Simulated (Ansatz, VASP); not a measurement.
**BeAg2F6: VASP beside Ansatz**

File INCAR:

```
  PREC = Accurate
  ENCUT = 600
  EDIFF = 1E-6
  ISMEAR = 0
  SIGMA = 0.1
  LREAL = F
  LASPH = T
  NELM = 150
  ALGO = Normal
  ISIF = 3
  LWAVE = F
  LCHARG = F
  ISPIN = 2
  MAGMOM = 0 1 1 0 0 0 0 0 0
  LORBIT = 11
  LMAXMIX = 4
  GGA = PE
  IBRION = 2
  NSW = 90
  EDIFFG = -0.04
```

KPOINTS

```
Automatic mesh
0
Gamma
  4 4 4
```

File POSCAR:

```
BeAg2F6
1.0
    0.0000000000      3.6411209400      3.6411209400
    3.6411209400      0.0000000000      3.6411209400
    3.6411209400      3.6411209400      0.0000000000
Be Ag F
1 2 6
Direct
    0.0000000000      0.0000000000      0.0000000000
    0.2500000000      0.2500000000      0.2500000000
    0.7500000000      0.7500000000      0.7500000000
    0.7500000000      0.2500000000      0.2500000000
    0.2500000000      0.7500000000      0.2500000000
    0.2500000000      0.7500000000      0.7500000000
    0.7500000000      0.2500000000      0.7500000000
    0.2500000000      0.2500000000      0.7500000000
    0.7500000000      0.7500000000      0.2500000000
```

Input for Ansatz:

```yaml
crystal:
  lattice:
    - [0.0, 3.64112094, 3.64112094]
    - [3.64112094, 0.0, 3.64112094]
    - [3.64112094, 3.64112094, 0.0]
  atoms:
    - { symbol: Be, position: [0.0, 0.0, 0.0] }
    - { symbol: Ag, position: [0.25, 0.25, 0.25], spin: 1.0 }
    - { symbol: Ag, position: [0.75, 0.75, 0.75], spin: 1.0 }
    - { symbol: F, position: [0.75, 0.25, 0.25] }
    - { symbol: F, position: [0.25, 0.75, 0.25] }
    - { symbol: F, position: [0.25, 0.75, 0.75] }
    - { symbol: F, position: [0.75, 0.25, 0.75] }
    - { symbol: F, position: [0.25, 0.25, 0.75] }
    - { symbol: F, position: [0.75, 0.75, 0.25] }
basis:
  ecutwfc: 420
kpoints:
  mp_grid: { grid: [4, 4, 4] }
hamiltonian:
  xc: pbe
scf:
  occupations: { method: gaussian, width: 0.1 }
  lower_state_search: "off"
output:
  forces: true
  stress: true
  eigenvalues: true
  populations: true
magnetization:
  spin_polarized: true
relax:
  adjacent_minimum: "off"
  f_tol: 0.04
  max_steps: 70
  cell: { stress_tol: 0.4 }
```

Change from the starting cell: species swapped into the Rb2PdBr6 type (Fm-3m, No. 225).

Alike in both runs: task relaxation of cell and atoms; functional PBE; k mesh 4 × 4 × 4; occupations gaussian, width 0.1 eV; collinear spin.

|  | VASP | Ansatz |
| --- | --- | --- |
| version | VASP 6.6.1 | Ansatz 0.2.0 |
| potentials or method | VASP PAW PBE potentials, release 64 (Be, Ag, F), cutoff 600 eV | scalar-relativistic, plane waves, PAW |
| valence electrons in the cell | 66 | 82 |

```tsv
	VASP	Ansatz	Ansatz less VASP
gap on the k mesh at the Fermi level, each at its own relaxed structure (eV)	none	none	-
net moment per atom (μB)	0.22	0.22	0.000
relaxed volume (Å³/atom)	10.91	10.96	+0.048
relaxed cell length with the largest relative difference (Å)	5.178	5.186	+0.0076
```

A gap of «none» marks a metal or a gap that the smearing closes. VASP's potentials hold 66 valence electrons a cell and Ansatz's 82, so a difference there can come from the potentials and not from the codes.

The k mesh is coarse, so the values compare programs but aren't converged.
